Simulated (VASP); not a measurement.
# AlAs (d.b): single point with PBE+D3(BJ)

Crystal: AlAs (d.b).

```
CELL_PARAMETERS angstrom
0.00000 2.83219 2.83219
2.83219 0.00000 2.83219
2.83219 2.83219 0.00000
ATOMIC_POSITIONS crystal
Al 0.00000 0.00000 0.00000
As 0.25000 0.25000 0.25000
```

- Program: VASP 6.6.1
- Task: single point
- Functional: PBE
- Dispersion: D3(BJ)
- Potentials or basis: VASP PAW PBE potentials, release 64 (Al, As)
- Cutoff: 500 eV
- k mesh: 8 × 8 × 8
- Occupations: gaussian, width 0.02 eV
- Spin: no spin polarisation

| Quantity | Value |
| --- | --- |
| Pressure | 0.2 GPa |
| Band gap on the k mesh | 1.44 eV, indirect (least direct gap 2.05 eV) |
| Dispersion energy per atom | -0.317 eV |

Levels at points of the mesh, in eV from the valence-band top:
| k point | band 2 | band 3 | band 4 | band 5 | band 6 | band 7 |
| --- | --- | --- | --- | --- | --- | --- |
| (0.00, 0.00, 0.00) | 0.00 | 0.00 | 0.00 | 2.05 | 4.28 | 4.28 |
| (0.50, 0.00, 0.00) | -5.56 | -0.82 | -0.82 | 2.14 | 4.68 | 4.68 |
| (0.50, 0.50, 0.00) | -5.43 | -2.17 | -2.17 | 1.44 | 2.29 | 10.32 |

Run time: 9.8 s on 1 thread of Intel(R) Xeon(R) Platinum 8488C (Sapphire Rapids), on a shared host, peak memory 0.18 GiB.

A k mesh can miss the band edges.
